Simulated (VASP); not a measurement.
# BAs in VASP: settings compared

BAs is run at these levels: r2SCAN, PBE; tasks: single point.

All numbers are computed with VASP 6.6.1; they aren't measurements. Logs are shortened: lines on timing, memory, paths and dates and some standing lists are left out, and cuts for length are marked.

## (1) The cell of the first run

The structure is cubic, space group F-43m (No. 216). The conventional cell has a = 4.855 Å, b = 4.855 Å, c = 4.855 Å, α = 90.00°, β = 90.00°, γ = 90.00°. B (site symmetry -43m) has 4 As at 2.10 Å within 2.8 Å. As (site symmetry -43m) has 4 B at 2.10 Å within 2.8 Å.

## (2) Single point, r2SCAN (strain +1.5%)

POSCAR reads:

```
BAs
1.0
    0.0000000000      2.4277456215      2.4277456215
    2.4277456215      0.0000000000      2.4277456215
    2.4277456215      2.4277456215      0.0000000000
B As
1 1
Direct
    0.0000000000      0.0000000000      0.0000000000
    0.2500000000      0.2500000000      0.2500000000
```

INCAR.step1 reads:

```
  PREC = Accurate
  ENCUT = 550
  ISMEAR = 0
  SIGMA = 0.01
  LREAL = False
  LASPH = True
  NELM = 120
  NBANDS = 11
  GGA = PE
  ALGO = Normal
  EDIFF = 1E-5
  LWAVE = True
  LCHARG = False
  GGA_COMPAT = False
```

INCAR.step2 reads:

```
  PREC = Accurate
  ENCUT = 550
  EDIFF = 1E-6
  ISMEAR = 0
  SIGMA = 0.01
  LREAL = False
  LASPH = True
  NELM = 120
  ALGO = Normal
  ISIF = 2
  LWAVE = False
  LCHARG = False
  METAGGA = R2SCAN
  LMIXTAU = True
  NBANDS = 11
  ISTART = 1
  GGA_COMPAT = False
```

KPOINTS reads:

```
regular mesh
0
Gamma
  10 10 10
```

Potentials or basis: VASP PAW PBE potentials, release 64 (B, As).

Launch:

```console
$ cat potpaw_PBE.64/B/POTCAR potpaw_PBE.64/As/POTCAR > POTCAR
$ cp INCAR.step1 INCAR
$ mpirun -np 1 vasp_std > vasp.out
$ cp INCAR.step2 INCAR
$ mpirun -np 1 vasp_std > vasp.out
```

OUTCAR:

```text
PREC = Accurate
   ENCUT = 550
   EDIFF = 1E-6
   ISMEAR = 0
   LREAL = False
   LASPH = True
   NELM = 120
   ISIF = 2
   METAGGA = R2SCAN
   ISTART = 1

 ion  position               nearest neighbor table
   1  0.000  0.000  0.000-   2 2.10   2 2.10   2 2.10   2 2.10
   2  0.250  0.250  0.250-   1 2.10   1 2.10   1 2.10   1 2.10

  LATTYP: Found a face centered cubic cell.
 ALAT       =     4.8554912430

  Lattice vectors:

 A1 = (   0.0000000000,   2.4277456215,   2.4277456215)
 A2 = (   2.4277456215,   0.0000000000,   2.4277456215)
 A3 = (   2.4277456215,   2.4277456215,   0.0000000000)

Analysis of symmetry for initial positions (statically):
=====================================================================
 Subroutine PRICEL returns:
 Original cell was already a primitive cell.

 Routine SETGRP: Setting up the symmetry group for a
 face centered cubic supercell.

 Subroutine GETGRP returns: Found 24 space group operations
 (whereof 24 operations were pure point group operations)
 out of a pool of 48 trial point group operations.

The static configuration has the point symmetry T_d .

Analysis of symmetry for dynamics (positions and initial velocities):
=====================================================================
 Subroutine PRICEL returns:
 Original cell was already a primitive cell.

 Routine SETGRP: Setting up the symmetry group for a
 face centered cubic supercell.

 Subroutine GETGRP returns: Found 24 space group operations
 (whereof 24 operations were pure point group operations)
 out of a pool of 48 trial point group operations.

The dynamic configuration has the point symmetry T_d .

 Subroutine INISYM returns: Found 24 space group operations
 (whereof 24 operations are pure point group operations),
 and found     1 'primitive' translations

----------------------------------------------------------------------------------------

                                     Primitive cell

  volume of cell :      28.6180

  direct lattice vectors                    reciprocal lattice vectors
     0.000000000  2.427745622  2.427745622    -0.205952385  0.205952385  0.205952385
     2.427745622  0.000000000  2.427745622     0.205952385 -0.205952385  0.205952385
     2.427745622  2.427745622  0.000000000     0.205952385  0.205952385 -0.205952385

  length of vectors
     3.433350784  3.433350784  3.433350784     0.356719994  0.356719994  0.356719994

  position of ions in fractional coordinates (direct lattice)
     0.000000000  0.000000000  0.000000000
     0.250000000  0.250000000  0.250000000
[... 86 lines left out ...]
   TEBEG  =    0.0;   TEEND  =   0.0 temperature during run
   PSTRESS=    0.0 pullay stress
   NELECT =       8.0000    total number of electrons
   NUPDOWN=      -1.0000    fix difference up-down
   EMIN   =  10.00;   EMAX   =-10.00  energy-range for DOS
   EFERMI =   0.00;   METHOD = LEGACY
   ISMEAR =     0;   SIGMA  =   0.01  broadening in eV -4-tet -1-fermi 0-gaus
   EFERMI_NEDOS =   21; number of points for ismear=-14 and -15
   IALGO  =     38    algorithm
   IMIX   =      4    mixing-type and parameters
     AMIX     =   0.40;   BMIX     =  1.00
     AMIX_MAG =   1.60;   BMIX_MAG =  1.00
  volume/ion in A,a.u.               =      14.31        96.56
  Fermi-wavevector in a.u.,A,eV,Ry     =   1.070430  2.022820 15.589836  1.145821
  Thomas-Fermi vector in A             =   2.206140
   LORBIT       =      0    0 simple, 1 ext, 2 COOP (PROOUT), +10 PAW based schemes
   METAGGA = R2SCAN    functional components
   LHFCALC =     F    Hartree Fock is set to
   AEXX    =    0.0000 exact exchange contribution
   IVDW    =     0    specifies the selected vdW correction
   LEPSILON=     F    determine dielectric tensor
   LRPA    =     F    only Hartree local field effects (RPA)
 non-spin polarized calculation
 Gauss-broadening in eV      SIGMA  =   0.01
  energy-cutoff  :      550.00
  volume of cell :       28.62
 maximum number of plane-waves:       869
 NGX is ok and might be reduce to    28
   NGX = 13   NGY = 13   NGZ = 13

 number of electron       7.9999999 magnetization

 Free energy of the ion-electron system (eV)
  ---------------------------------------------------
  ext. energy  EPLUGINS =         0.00000000
  ---------------------------------------------------
  free energy    TOTEN  =       -22.23530103 eV

  energy without entropy =      -22.23530103  energy(sigma->0) =      -22.23530103

 E-fermi :   5.6364     XC(G=0): -10.9132

 val. band max:        5.4875945600   @ k =   0.0000   0.0000   0.0000
 cond. band min:       6.9086761008   @ k =   0.4000   0.4000   0.0000
 fundamental gap:      1.4210815408
 Fermi energy:         5.6364460877

 k-point     1 :       0.0000    0.0000    0.0000
  band No.  band energies     occupation
      1     -10.2152      2.00000
      2       5.4876      2.00000
      3       5.4876      2.00000
      4       5.4876      2.00000
      5       8.8797      0.00000
      6       8.8797      0.00000
      7       8.8797      0.00000
      8       9.9945      0.00000
      9      15.6059      0.00000
     10      18.7398      0.00000
     11      18.7398      0.00000
[... 309 lines left out ...]
 k-point    24 :       0.4000    0.3000    0.0000
  band No.  band energies     occupation
      1      -7.5634      2.00000
      2      -1.2070      2.00000
      3       1.5131      2.00000
      4       1.9865      2.00000
      5       7.4196      0.00000
      6       9.1729      0.00000
      7      14.5492      0.00000
      8      14.8077      0.00000
      9      17.9907      0.00000
     10      21.6199      0.00000
     11      21.7550      0.00000

 [... further k-points ...]

------------------------ aborting loop because EDIFF is reached ----------------------------------------

  FORCE on cell =-STRESS in cart. coord.  units (eV):
  Direction    XX          YY          ZZ          XY          YZ          ZX
  --------------------------------------------------------------------------------------
  -------------------------------------------------------------------------------------
  Total       -0.9977201     -0.9977201     -0.9977201      0.0000000     -0.0000000     -0.0000000
  in kB      -55.8572787    -55.8572787    -55.8572787      0.0000000     -0.0000000     -0.0000000
  external PRESSURE =     -55.8572787 kB  Pullay stress =       0.0000000 kB

 VOLUME and BASIS-vectors are now :
 -----------------------------------------------------------------------------
  energy-cutoff  :      550.00
  volume of cell :       28.62
      direct lattice vectors                 reciprocal lattice vectors
     0.000000000  2.427745622  2.427745622    -0.205952385  0.205952385  0.205952385
     2.427745622  0.000000000  2.427745622     0.205952385 -0.205952385  0.205952385
     2.427745622  2.427745622  0.000000000     0.205952385  0.205952385 -0.205952385

 POSITION                                       TOTAL-FORCE (eV/Angst)
 -----------------------------------------------------------------------------------
      0.00000      0.00000      0.00000        -0.000000      0.000000     -0.000000
      1.21387      1.21387      1.21387         0.000000     -0.000000      0.000000
 -----------------------------------------------------------------------------------
    total drift:                               -0.000000     -0.000000     -0.000000

  FREE ENERGIE OF THE ION-ELECTRON SYSTEM (eV)
  ---------------------------------------------------
  free  energy   TOTEN  =       -22.2353010335 eV

  energy  without entropy=      -22.2353010335  energy(sigma->0) =      -22.23530103
```

Run time: 43 s. Hardware: 1 thread of AMD EPYC 9R45 (Zen 5), shared host; peak memory 0.14 GiB.

What came out:

```yaml
Free_energy: -22.2353 eV
Pressure: -5.6 GPa
Band_gap_on_the_k_mesh: 1.42 eV, indirect (least direct gap 3.39 eV)
```

Caveat: the cell differs from its parent crystal (strain +1.5%); the PAW data sets were made with another functional, which shifts forces and pressure a little. A k mesh can miss the band edges.

## (3) Single point, PBE (epitaxial xy strain -3.0%)

INCAR reads:

```
SYSTEM = BAs
PREC = Accurate
ENCUT = 500
EDIFF = 1E-6
ISMEAR = -1
SIGMA = 0.02
LREAL = .False.
LASPH = .True.
NELM = 120
ALGO = Normal
ISIF = 2
LWAVE = .False.
LCHARG = .False.
GGA = PE
NBANDS = 11
GGA_COMPAT = .False.
```

KPOINTS reads:

```
regular mesh
0
Gamma
  10 10 10
  0 0 0
```

POSCAR reads:

```
BAs
1.0
    0.0000000000      2.3201115792      2.4249743297
    2.3201115792      0.0000000000      2.4249743297
    2.3201115792      2.3201115792      0.0000000000
B As
1 1
Direct
    0.0000000000      0.0000000000      0.0000000000
    0.2500000000      0.2500000000      0.2500000000
```

Potentials or basis: VASP PAW PBE potentials, release 64 (B, As).

Launch:

```console
$ cat potpaw_PBE.64/B/POTCAR potpaw_PBE.64/As/POTCAR > POTCAR
$ mpirun -np 1 vasp_std > vasp.out
```

OUTCAR:

```text
SYSTEM = BAs
   PREC = Accurate
   ENCUT = 500
   EDIFF = 1E-6
   ISMEAR = -1
   LREAL = .False.
   LASPH = .True.
   NELM = 120
   ISIF = 2
   GGA = PE

 ion  position               nearest neighbor table
   1  0.000  0.000  0.000-   2 2.04   2 2.04   2 2.04   2 2.04
   2  0.250  0.250  0.250-   1 2.04   1 2.04   1 2.04   1 2.04

  LATTYP: Found a body centered tetragonal cell.
 ALAT       =     3.2811332615
 C/A-ratio  =     1.4781321796

  Lattice vectors:

[... 519 lines left out ...]

 [... further k-points ...]

------------------------ aborting loop because EDIFF is reached ----------------------------------------

  FORCE on cell =-STRESS in cart. coord.  units (eV):
  Direction    XX          YY          ZZ          XY          YZ          ZX
  --------------------------------------------------------------------------------------
  -------------------------------------------------------------------------------------
  Total        2.2165916      2.2165916      0.5712181      0.0000000     -0.0000000      0.0000000
  in kB      136.0320917    136.0320917     35.0556211      0.0000000     -0.0000000      0.0000000
  external PRESSURE =     102.3732682 kB  Pullay stress =       0.0000000 kB

 VOLUME and BASIS-vectors are now :
 -----------------------------------------------------------------------------
  energy-cutoff  :      500.00
  volume of cell :       26.11
      direct lattice vectors                 reciprocal lattice vectors
     0.000000000  2.320111579  2.424974330    -0.215506877  0.215506877  0.206187750
     2.320111579  0.000000000  2.424974330     0.215506877 -0.215506877  0.206187750
     2.320111579  2.320111579  0.000000000     0.215506877  0.215506877 -0.206187750

 POSITION                                       TOTAL-FORCE (eV/Angst)
 -----------------------------------------------------------------------------------
      0.00000      0.00000      0.00000         0.000000      0.000000      0.000000
      1.16006      1.16006      1.21249        -0.000000     -0.000000     -0.000000
 -----------------------------------------------------------------------------------
    total drift:                               -0.000000     -0.000000      0.000001

  FREE ENERGIE OF THE ION-ELECTRON SYSTEM (eV)
  ---------------------------------------------------
  free  energy   TOTEN  =       -11.3340525895 eV

  energy  without entropy=      -11.3340525895  energy(sigma->0) =      -11.33405259
```

Wall time 11 s (1 thread of AMD EPYC 9R45 (Zen 5), shared host); peak memory 0.13 GiB.

Results:

| Quantity | Value |
| --- | --- |
| Free energy | -11.3341 eV |
| Pressure | 10.2 GPa |
| Band gap on the k mesh | 0.79 eV, indirect (least direct gap 3.10 eV) |

Caveat: the cell differs from its parent crystal (epitaxial xy strain -3.0%).

## (4) Single point, PBE (uniaxial z strain +1.5%)

INCAR reads:

```
PREC = Accurate ; ENCUT = 500
EDIFF = 1E-6 ; ISMEAR = -1
SIGMA = 0.02 ; LREAL = F
LASPH = T ; NELM = 120
ALGO = Normal ; ISIF = 2
LWAVE = F ; LCHARG = F
GGA = PE ; NBANDS = 11
GGA_COMPAT = F
```

KPOINTS reads:

```
Automatic mesh
0
Gamma
  10 10 10
```

POSCAR reads:

```
BAs
1.0
    0.0000000000      2.3918676074      2.4277456215
    2.3918676074      0.0000000000      2.4277456215
    2.3918676074      2.3918676074      0.0000000000
B As
1 1
Direct
    0.0000000000      0.0000000000      0.0000000000
    0.2500000000      0.2500000000      0.2500000000
```

Potentials or basis: VASP PAW PBE potentials, release 64 (B, As).

Launch:

```console
$ cat potpaw_PBE.64/B/POTCAR potpaw_PBE.64/As/POTCAR > POTCAR
$ mpirun -np 1 vasp_std > vasp.out
```

OUTCAR:

```text
PREC = Accurate
   ENCUT = 500
   EDIFF = 1E-6
   ISMEAR = -1
   LREAL = F
   LASPH = T
   NELM = 120
   ISIF = 2
   GGA = PE

 ion  position               nearest neighbor table
   1  0.000  0.000  0.000-   2 2.08   2 2.08   2 2.08   2 2.08
   2  0.250  0.250  0.250-   1 2.08   1 2.08   1 2.08   1 2.08

  LATTYP: Found a body centered tetragonal cell.
 ALAT       =     3.3826116098
 C/A-ratio  =     1.4354267658

  Lattice vectors:

 A1 = (  -2.3918676074,   0.0000000000,   2.4277456215)
 A2 = (   2.3918676074,   0.0000000000,   2.4277456215)
 A3 = (   0.0000000000,   2.3918676074,  -2.4277456215)

Analysis of symmetry for initial positions (statically):
=====================================================================
 Subroutine PRICEL returns:
 Original cell was already a primitive cell.

 Routine SETGRP: Setting up the symmetry group for a
 body centered tetragonal supercell.

 Subroutine GETGRP returns: Found  8 space group operations
 (whereof  8 operations were pure point group operations)
 out of a pool of 16 trial point group operations.
[... 171 lines left out ...]
  band No.  band energies     occupation
      1      -9.3109      2.00000
      2       5.8205      2.00000
      3       5.9656      2.00000
      4       5.9656      2.00000
      5       9.1394      0.00000
      6       9.1394      0.00000
      7       9.2350      0.00000
      8      10.3594      0.00000
      9      15.4091      0.00000
     10      18.5791      0.00000
     11      18.9929      0.00000
[... 309 lines left out ...]
 k-point    24 :       0.4000    0.3000    0.0000
  band No.  band energies     occupation
      1      -6.7631      2.00000
      2      -0.5609      2.00000
      3       2.0640      2.00000
      4       2.5858      2.00000
      5       7.7482      0.00000
      6       9.3890      0.00000
      7      14.5943      0.00000
      8      14.8704      0.00000
      9      17.7088      0.00000
     10      21.4096      0.00000
     11      21.7442      0.00000

 [... further k-points ...]

------------------------ aborting loop because EDIFF is reached ----------------------------------------

  FORCE on cell =-STRESS in cart. coord.  units (eV):
  Direction    XX          YY          ZZ          XY          YZ          ZX
  --------------------------------------------------------------------------------------
  -------------------------------------------------------------------------------------
  Total        0.3070516      0.3070516     -0.2278158      0.0000000      0.0000000      0.0000000
  in kB       17.7098355     17.7098355    -13.1397447      0.0000000      0.0000000      0.0000000
  external PRESSURE =       7.4266421 kB  Pullay stress =       0.0000000 kB

 VOLUME and BASIS-vectors are now :
 -----------------------------------------------------------------------------
  energy-cutoff  :      500.00
  volume of cell :       27.78
      direct lattice vectors                 reciprocal lattice vectors
     0.000000000  2.391867607  2.427745622    -0.209041670  0.209041670  0.205952385
     2.391867607  0.000000000  2.427745622     0.209041670 -0.209041670  0.205952385
     2.391867607  2.391867607  0.000000000     0.209041670  0.209041670 -0.205952385

 POSITION                                       TOTAL-FORCE (eV/Angst)
 -----------------------------------------------------------------------------------
      0.00000      0.00000      0.00000        -0.000000      0.000000     -0.000000
      1.19593      1.19593      1.21387         0.000000     -0.000000      0.000000
 -----------------------------------------------------------------------------------
    total drift:                               -0.000000     -0.000000     -0.000000

  FREE ENERGIE OF THE ION-ELECTRON SYSTEM (eV)
  ---------------------------------------------------
  free  energy   TOTEN  =       -11.4104021022 eV

  energy  without entropy=      -11.4104021022  energy(sigma->0) =      -11.41040210
```

OSZICAR:

```text
N       E                     dE             d eps       ncg     rms          rms(c)
DAV:   1     0.112166853343E+02    0.11217E+02   -0.36610E+03  2252   0.620E+02
DAV:   2    -0.113483691740E+02   -0.22565E+02   -0.21601E+02  3008   0.103E+02
DAV:   3    -0.120111704496E+02   -0.66280E+00   -0.66181E+00  2776   0.161E+01
DAV:   4    -0.120128568254E+02   -0.16864E-02   -0.16863E-02  2498   0.946E-01
DAV:   5    -0.120128594330E+02   -0.26076E-05   -0.26076E-05  2700   0.393E-02    0.480E+00
DAV:   6    -0.114713737674E+02    0.54149E+00   -0.15262E+00  2409   0.496E+00    0.233E+00
DAV:   7    -0.114164602984E+02    0.54913E-01   -0.17890E-01  2627   0.208E+00    0.968E-01
DAV:   8    -0.114099389545E+02    0.65213E-02   -0.19804E-02  2565   0.794E-01    0.964E-02
DAV:   9    -0.114102386265E+02   -0.29967E-03   -0.77344E-04  2577   0.159E-01    0.567E-02
DAV:  10    -0.114103957818E+02   -0.15716E-03   -0.19309E-04  2383   0.844E-02    0.120E-02
DAV:  11    -0.114104018911E+02   -0.61093E-05   -0.55963E-06  2752   0.158E-02    0.102E-02
DAV:  12    -0.114104021022E+02   -0.21117E-06   -0.27933E-06  2397   0.908E-03
   1 F= -.11410402E+02 E0= -.11410402E+02  d E =-.270205E-12
```

stdout:

```text
POSCAR found type information on POSCAR B As
 POSCAR found :  2 types and       2 ions
 scaLAPACK will be used
 LDA part: xc-table for (Slater+PW92), standard interpolation
 POSCAR, INCAR and KPOINTS ok, starting setup
 FFT: planning ... GRIDC
 FFT: planning ... GRID_SOFT
 FFT: planning ... GRID
 WAVECAR not read
 entering main loop
```

Run time: 17 s. Hardware: 1 thread of AMD EPYC 9R45 (Zen 5), shared host; peak memory 0.15 GiB.

What came out:

```
Free energy            : -11.4104 eV
Pressure               : 0.7 GPa
Band gap on the k mesh : 1.08 eV, indirect (least direct gap 3.17 eV)
```

Caveat: the cell differs from its parent crystal (uniaxial z strain +1.5%). A k mesh can miss the band edges.

(Part 1 of 2 ends here.)
